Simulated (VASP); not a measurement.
# SnO3 (P1) in VASP: relaxation of cell and atoms with PBE

Aim: the relaxation of cell and atoms of SnO3 with PBE.

All numbers are computed with VASP 6.6.1; they aren't measurements. Logs are shortened: lines on timing, memory, paths and dates and some standing lists are left out, and cuts for length are marked.

## 1. The cell of the first run

The typed cell holds 8 atoms: a = 3.376 Å, b = 4.079 Å, c = 8.379 Å, α = 78.85°, β = 89.74°, γ = 86.84°.

## 2. Relaxation of cell and atoms, PBE

INCAR reads:

```
SYSTEM = SnO3
PREC = Accurate
ENCUT = 600
EDIFF = 1E-6
ISMEAR = 0
SIGMA = 0.1
LREAL = .False.
LASPH = .True.
NELM = 100
ALGO = Normal
ISIF = 3
LWAVE = .False.
LCHARG = .False.
GGA = PE
IBRION = 2
NSW = 80
EDIFFG = -0.025
```

KPOINTS reads:

```
Automatic mesh
0
Gamma
  4 4 2
  0 0 0
```

POSCAR reads:

```
SnO3
1.0
    3.3756246495      0.0152158610     -0.0246374446
    0.2074617331      4.0720667600      0.1064757745
    0.0920455147      1.4019324005      8.2600981862
Sn O
2 6
Direct
    0.2400980230      0.3064827206      0.3676262228
    0.7618093239      0.6896801172      0.6431671913
    0.8203418588      0.5651617989      0.1877938424
    0.6896638276      0.2017060853      0.2011719272
    0.7421022036      0.2334819512      0.5301639073
    0.1500617815      0.4663068913      0.8010030107
    0.3406092101      0.8023237610      0.7987790410
    0.2553137714      0.7348566745      0.4702948574
```

Potentials or basis: VASP PAW PBE potentials, release 64 (Sn_d, O).

On the command line:

```sh
> cat potpaw_PBE.64/Sn_d/POTCAR potpaw_PBE.64/O/POTCAR > POTCAR
> mpirun -np 1 vasp_std > vasp.out
```

OUTCAR:

```text
SYSTEM = SnO3
   PREC = Accurate
   ENCUT = 600
   EDIFF = 1E-6
   ISMEAR = 0
   LREAL = .False.
   LASPH = .True.
   NELM = 100
   ISIF = 3
   GGA = PE
   IBRION = 2
   NSW = 80
   EDIFFG = -0.025

 ion  position               nearest neighbor table
   1  0.240  0.306  0.368-   8 2.09   4 2.14   5 2.15   3 2.15   5 2.16   8 2.32   4 2.43   3 2.61
                             2 3.39   2 3.47   2 3.53   2 3.55
   2  0.762  0.690  0.643-   6 1.93   7 2.02   8 2.19   8 2.22   5 2.23   5 2.25   7 2.47   6 2.56
                             1 3.39   1 3.47   1 3.53   1 3.55
   3  0.820  0.565  0.188-   4 1.55   1 2.15   1 2.61
   4  0.690  0.202  0.201-   3 1.55   1 2.14   1 2.43
   5  0.742  0.233  0.530-   1 2.15   1 2.16   2 2.23   2 2.25
   6  0.150  0.466  0.801-   7 1.54   2 1.93   2 2.56
   7  0.341  0.802  0.799-   6 1.54   2 2.02   2 2.47
   8  0.255  0.735  0.470-   1 2.09   2 2.19   2 2.22   1 2.32

  LATTYP: Found a triclinic cell.
 ALAT       =     4.0787381822
 B/A-ratio  =     2.0542454985
 C/A-ratio  =     0.8276453892
 COS(alpha) =     0.0045443641
 COS(beta)  =     0.0551718295
 COS(gamma) =     0.1933409628

  Lattice vectors:

 A1 = (   0.2074617331,   4.0720667600,   0.1064757745)
 A2 = (   0.0920455147,   1.4019324005,   8.2600981862)
 A3 = (   3.3756246495,   0.0152158610,  -0.0246374446)

Analysis of symmetry for initial positions (statically):
=====================================================================
 Subroutine PRICEL returns:
 Original cell was already a primitive cell.

 Routine SETGRP: Setting up the symmetry group for a
 triclinic supercell.

 Subroutine GETGRP returns: Found  1 space group operations
 (whereof  1 operations were pure point group operations)
 out of a pool of  2 trial point group operations.

The static configuration has the point symmetry C_1 .

Analysis of symmetry for dynamics (positions and initial velocities):
=====================================================================
 Subroutine PRICEL returns:
 Original cell was already a primitive cell.

 Routine SETGRP: Setting up the symmetry group for a
 triclinic supercell.

 Subroutine GETGRP returns: Found  1 space group operations
 (whereof  1 operations were pure point group operations)
 out of a pool of  2 trial point group operations.

The dynamic configuration has the point symmetry C_1 .

 Subroutine INISYM returns: Found  1 space group operations
 (whereof  1 operations are pure point group operations),
 and found     1 'primitive' translations

----------------------------------------------------------------------------------------

                                     Primitive cell

  volume of cell :     113.0137

  direct lattice vectors                    reciprocal lattice vectors
     3.375624650  0.015215861 -0.024637445     0.296304003 -0.015076529 -0.000742991
     0.207461733  4.072066760  0.106475774    -0.001417745  0.246742378 -0.041862170
     0.092045515  1.401932401  8.260098186     0.000902063 -0.003225571  0.121601339

  length of vectors
     3.375748850  4.078738182  8.378729550     0.296688247  0.250272356  0.121647457

  position of ions in fractional coordinates (direct lattice)
     0.240098023  0.306482721  0.367626223
     0.761809324  0.689680117  0.643167191
     0.820341859  0.565161799  0.187793842
     0.689663828  0.201706085  0.201171927
     0.742102204  0.233481951  0.530163907
     0.150061781  0.466306891  0.801003011
     0.340609210  0.802323761  0.798779041
     0.255313771  0.734856675  0.470294857

  ion indices of the primitive-cell ions
   primitive index   ion index
                 1           1
                 2           2
                 3           3
                 4           4
                 5           5
                 6           6
                 7           7
                 8           8

----------------------------------------------------------------------------------------

 KPOINTS: Automatic mesh

Automatic generation of k-mesh.
 Grid dimensions read from file:
 generate k-points for:    4    4    2

 Generating k-lattice:

  Cartesian coordinates                     Fractional coordinates (reciprocal lattice)
     0.074076001 -0.003769132 -0.000185748     0.250000000 -0.000000000  0.000000000
    -0.000354436  0.061685594 -0.010465543     0.000000000  0.250000000 -0.000000000
     0.000451031 -0.001612785  0.060800670     0.000000000  0.000000000  0.500000000

  Length of vectors
     0.074172062  0.062568089  0.060823728

  Shift w.r.t. Gamma in fractional coordinates (k-lattice)
     0.000000000  0.000000000  0.000000000

 Subroutine IBZKPT returns following result:
 ===========================================

 Found     20 irreducible k-points:

 Following reciprocal coordinates:
            Coordinates               Weight
  0.000000  0.000000  0.000000      1.000000
  0.250000 -0.000000 -0.000000      2.000000
  0.500000 -0.000000 -0.000000      1.000000
 -0.000000  0.250000  0.000000      2.000000
  0.250000  0.250000  0.000000      2.000000
  0.500000  0.250000  0.000000      2.000000
[... 12 lines left out ...]
  0.250000  0.500000  0.500000      2.000000
  0.500000  0.500000  0.500000      1.000000
   k-points           NKPTS =     20   k-points in BZ     NKDIM =     20   number of bands    NBANDS=     38
   number of dos      NEDOS =    301   number of ions     NIONS =      8
   total plane-waves  NPLWV =  70560
   dimension x,y,z NGX =    28 NGY =   36 NGZ =   70
   dimension x,y,z NGXF=    56 NGYF=   72 NGZF=  140
   ions per type =               2   6
   NGX,Y,Z   is equivalent  to a cutoff of  13.79, 14.67, 13.89 a.u.
   NGXF,Y,Z  is equivalent  to a cutoff of  27.58, 29.35, 27.78 a.u.
 SYSTEM =  SnO3
   PREC   = accura    normal or accurate (medium, high low for compatibility)
   ISTART =      0    job   : 0-new  1-cont  2-samecut
   ICHARG =      2    charge: 1-file 2-atom 10-const
   ISPIN  =      1    spin polarized calculation?
   LNONCOLLINEAR =      F non collinear calculations
   LSORBIT =      F    spin-orbit coupling
   LASPH  =      T    aspherical Exc in radial PAW
   ENCUT  =  600.0 eV  44.10 Ry    6.64 a.u.   6.74  8.15 16.73*2*pi/ulx,y,z
   NELM   =    100;   NELMIN=  2; NELMDL= -5     # of ELM steps
   EDIFF  = 0.1E-05   stopping-criterion for ELM
   LREAL  =      F    real-space projection
   EDIFFG = -.3E-01   stopping-criterion for IOM
   NSW    =     80    number of steps for IOM
   IBRION =      2    ionic relax: 0-MD 1-quasi-New 2-CG
   NFREE  =      1    steps in history (QN), initial steepest desc. (CG)
   ISIF   =      3    stress and relaxation
   ISYM   =      2    0-nonsym 1-usesym 2-fastsym
   POTIM  = 0.5000    time-step for ionic-motion
   TEBEG  =    0.0;   TEEND  =   0.0 temperature during run
   PSTRESS=    0.0 pullay stress
   NELECT =      64.0000    total number of electrons
   NUPDOWN=      -1.0000    fix difference up-down
   EMIN   =  10.00;   EMAX   =-10.00  energy-range for DOS
   EFERMI =   0.00;   METHOD = LEGACY
   ISMEAR =     0;   SIGMA  =   0.10  broadening in eV -4-tet -1-fermi 0-gaus
   EFERMI_NEDOS =   21; number of points for ismear=-14 and -15
   IALGO  =     38    algorithm
   IMIX   =      4    mixing-type and parameters
     AMIX     =   0.40;   BMIX     =  1.00
     AMIX_MAG =   1.60;   BMIX_MAG =  1.00
  volume/ion in A,a.u.               =      14.13        95.33
  Fermi-wavevector in a.u.,A,eV,Ry     =   1.354434  2.559509 24.959771  1.834491
  Thomas-Fermi vector in A             =   2.481606
   LORBIT       =      0    0 simple, 1 ext, 2 COOP (PROOUT), +10 PAW based schemes
   GGA     = PE    functional components
   LHFCALC =     F    Hartree Fock is set to
   AEXX    =    0.0000 exact exchange contribution
   IVDW    =     0    specifies the selected vdW correction
   LEPSILON=     F    determine dielectric tensor
   LRPA    =     F    only Hartree local field effects (RPA)
 conjugate gradient relaxation of ions
 non-spin polarized calculation
 Gauss-broadening in eV      SIGMA  =   0.10
  energy-cutoff  :      600.00
  volume of cell :      113.01
 maximum number of plane-waves:      3794
 NGX is ok and might be reduce to    28
   NGX = 13   NGY = 17   NGZ = 33

--------------------------------------- Ionic step        1  -------------------------------------------

 number of electron      64.0000001 magnetization

 Free energy of the ion-electron system (eV)
  ---------------------------------------------------
  ext. energy  EPLUGINS =         0.00000000
  ---------------------------------------------------
  free energy    TOTEN  =       -42.82794667 eV

  energy without entropy =      -42.82789571  energy(sigma->0) =      -42.82792119

------------------------ aborting loop because EDIFF is reached ----------------------------------------

  FORCE on cell =-STRESS in cart. coord.  units (eV):
  Direction    XX          YY          ZZ          XY          YZ          ZX
  --------------------------------------------------------------------------------------
  -------------------------------------------------------------------------------------
  Total        1.5805637      1.9296328     -0.0980459     -0.8594289     -0.0608565      1.2126127
  in kB       22.4074093     27.3561093     -1.3899816    -12.1839924     -0.8627537     17.1910249
  external PRESSURE =      16.1245123 kB  Pullay stress =       0.0000000 kB
[... 107 lines left out ...]
  FREE ENERGIE OF THE ION-ELECTRON SYSTEM (eV)
  ---------------------------------------------------
  free  energy   TOTEN  =       -43.1705450941 eV

  energy  without entropy=      -43.1705443443  energy(sigma->0) =      -43.17054472

[... ionic steps 4 to 53 ...]

--------------------------------------- Ionic step       54  -------------------------------------------

 number of electron      64.0000000 magnetization

------------------------ aborting loop because EDIFF is reached ----------------------------------------

  FORCE on cell =-STRESS in cart. coord.  units (eV):
  Direction    XX          YY          ZZ          XY          YZ          ZX
  --------------------------------------------------------------------------------------
  -------------------------------------------------------------------------------------
  Total        0.0066368      0.0145935     -0.0272388      0.0046939     -0.0014291      0.0092126
  in kB        0.0973063      0.2139632     -0.3993634      0.0688196     -0.0209522      0.1350712
  external PRESSURE =      -0.0293646 kB  Pullay stress =       0.0000000 kB
[... 69 lines left out ...]
  energy  without entropy=      -43.2640436362  energy(sigma->0) =      -43.26404369

--------------------------------------- Ionic step       56  -------------------------------------------

 number of electron      64.0000001 magnetization

 Free energy of the ion-electron system (eV)
  ---------------------------------------------------
  ext. energy  EPLUGINS =         0.00000000
  ---------------------------------------------------
  free energy    TOTEN  =       -43.26412632 eV

  energy without entropy =      -43.26412622  energy(sigma->0) =      -43.26412627

 E-fermi :   3.8383     XC(G=0):  -9.8565

 val. band max:        3.5158216045   @ k =   0.0000   0.0000   0.0000
 cond. band min:       4.1607363406   @ k =   0.0000   0.0000   0.0000
 fundamental gap:      0.6449147361
 Fermi energy:         3.8382937266

 k-point     1 :       0.0000    0.0000    0.0000
  band No.  band energies     occupation
      1     -18.5490      2.00000
      2     -18.3343      2.00000
      3     -17.9377      2.00000
      4     -17.8619      2.00000
      5     -17.8425      2.00000
      6     -17.7979      2.00000
[... 844 lines left out ...]
  FREE ENERGIE OF THE ION-ELECTRON SYSTEM (eV)
  ---------------------------------------------------
  free  energy   TOTEN  =       -43.2641263245 eV

  energy  without entropy=      -43.2641262168  energy(sigma->0) =      -43.26412627

 reached required accuracy - stopping structural energy minimisation
```

Run time: 33 min. Hardware: 1 thread of AMD EPYC 9R45 (Zen 5), shared host; peak memory 0.28 GiB.

Results:

* Free energy: -43.2641 eV
* Relaxed volume: 13.65 Å³/atom
* Relaxed cell: a = 3.422 Å, b = 4.096 Å, c = 7.992 Å, α = 77.48°, β = 89.26°, γ = 87.35°
* Space group after relaxing (to 0.1 Å): P-1 (No. 2)
* Energy gained by relaxing: 54.5 meV/atom
* Ionic steps: 56
* Pressure after relaxing: 0.0 GPa
* Largest force after relaxing: 0.019 eV/Å
* Band gap on the k mesh: 0.64 eV

Forces in eV/Å, atoms in the order of the input:
```
Sn  -0.002  0.004 -0.001
Sn   0.000 -0.006 -0.004
O    0.005  0.017 -0.004
O   -0.004 -0.005 -0.007
O    0.000 -0.006  0.010
O   -0.005 -0.003 -0.003
O    0.004 -0.003  0.003
O    0.002  0.001  0.007
```

The path:
```csv
step,energy change (eV),largest force (eV/Å),pressure (GPa),volume (Å³)
1,0.0000,3.0385,1.61,113.01
3,-0.3426,0.7757,-1.13,114.36
5,-0.3867,0.6922,0.43,113.31
7,-0.4121,0.2888,-0.34,113.36
9,-0.4200,0.1791,0.08,112.86
11,-0.4241,0.1571,0.19,112.74
13,-0.4259,0.0915,-0.07,112.93
15,-0.4279,0.1108,-0.01,112.92
17,-0.4290,0.0670,-0.08,112.90
19,-0.4296,0.0704,0.02,112.76
21,-0.4304,0.0550,-0.09,112.65
23,-0.4309,0.0427,-0.06,112.47
25,-0.4314,0.0442,-0.01,112.12
27,-0.4317,0.0379,-0.01,111.92
29,-0.4321,0.0472,0.01,111.74
31,-0.4331,0.1171,0.14,110.82
33,-0.4336,0.0697,-0.01,110.59
35,-0.4338,0.0615,-0.12,110.37
37,-0.4339,0.0496,-0.06,110.38
39,-0.4342,0.1219,0.12,109.93
41,-0.4345,0.0618,0.04,110.05
43,-0.4349,0.0376,-0.03,109.85
45,-0.4351,0.0567,0.08,109.68
47,-0.4354,0.0422,0.03,109.62
49,-0.4356,0.0514,-0.05,109.49
51,-0.4359,0.0346,0.04,109.34
53,-0.4360,0.0292,-0.01,109.30
55,-0.4361,0.0374,0.00,109.26
56,-0.4362,0.0186,-0.02,109.24
```

Final structure:
```
CELL_PARAMETERS angstrom
3.42198 -0.00105 -0.00867
0.19100 4.08923 0.13417
0.12381 1.47234 7.85464
ATOMIC_POSITIONS crystal
Sn 0.25206 0.31204 0.35384
Sn 0.74850 0.68861 0.64619
O 0.83380 0.55308 0.18820
O 0.66913 0.20923 0.18721
O 0.74980 0.23461 0.53701
O 0.16604 0.44614 0.81187
O 0.33056 0.79023 0.81282
O 0.25010 0.76609 0.46286
```

Levels at points of the mesh, in eV from the valence-band top:
| k point | band 29 | band 30 | band 31 | band 32 | band 33 | band 34 | band 35 | band 36 |
| --- | --- | --- | --- | --- | --- | --- | --- | --- |
| (0.00, 0.00, 0.00) | -1.51 | -1.33 | -0.43 | 0.00 | 0.64 | 2.37 | 4.35 | 4.37 |
| (0.50, 0.00, 0.00) | -0.77 | -0.73 | -0.29 | -0.23 | 3.02 | 3.04 | 4.18 | 4.20 |
| (0.00, 0.50, 0.00) | -1.01 | -0.91 | -0.53 | -0.29 | 2.76 | 2.82 | 3.38 | 3.44 |
| (0.50, 0.50, 0.00) | -0.63 | -0.45 | -0.41 | -0.34 | 3.13 | 3.34 | 3.83 | 4.21 |
| (0.00, 0.00, 0.50) | -1.45 | -1.30 | -0.30 | -0.15 | 0.82 | 2.29 | 4.35 | 4.38 |
| (0.50, 0.00, 0.50) | -0.78 | -0.75 | -0.29 | -0.24 | 3.02 | 3.03 | 4.20 | 4.22 |
| (0.00, 0.50, 0.50) | -1.00 | -0.89 | -0.56 | -0.30 | 2.80 | 2.85 | 3.35 | 3.39 |
| (0.50, 0.50, 0.50) | -0.70 | -0.44 | -0.41 | -0.26 | 3.13 | 3.34 | 3.84 | 4.20 |

Caveat: the k points lie up to 0.46 Å⁻¹ apart in the final cell; spin-orbit coupling is left out, which moves the levels of the heavy elements. A k mesh can miss the band edges.
